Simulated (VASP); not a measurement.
C, 4 atoms in the cell. The structure is hexagonal, space group P6_3/mmc (No. 194). The conventional cell has a = 2.456 Å, b = 2.456 Å, c = 7.104 Å, α = 90.00°, β = 90.00°, γ = 120.00°. C (site symmetry -6m2) has 3 C at 1.42 Å within 1.9 Å. Within 1.9 Å of C (site symmetry -6m2) lie 3 C at 1.42 Å. 

* Program: VASP 6.6.1
* Task: single point
* Functional: r2SCAN
* Potentials or basis: VASP PAW PBE potentials, release 64 (C)
* Cutoff: 520 eV
* k mesh: 10 × 10 × 4
* Occupations: gaussian, width 0.05 eV
* Spin: no spin polarisation
* Dipole correction: no
* Further INCAR settings: ALGO = Normal; EDIFF = 1e-06; NBANDS = 16

Potentials or basis: VASP PAW PBE potentials, release 64 (C).

Run with:

```console
$ cat potpaw_PBE.64/C/POTCAR > POTCAR
$ cp INCAR.step1 INCAR
$ mpirun -np 1 vasp_std > vasp.out
$ cp INCAR.step2 INCAR
$ mpirun -np 1 vasp_std > vasp.out
```

Hardware: 1 thread of Intel(R) Xeon(R) Platinum 8559C (Emerald Rapids) (shared host).

Q: Estimate the wall time of this run.

A: Wall time 52 s on 1 thread of Intel(R) Xeon(R) Platinum 8559C (Emerald Rapids), on a shared host, peak memory 0.14 GiB. Counts: k points 42.
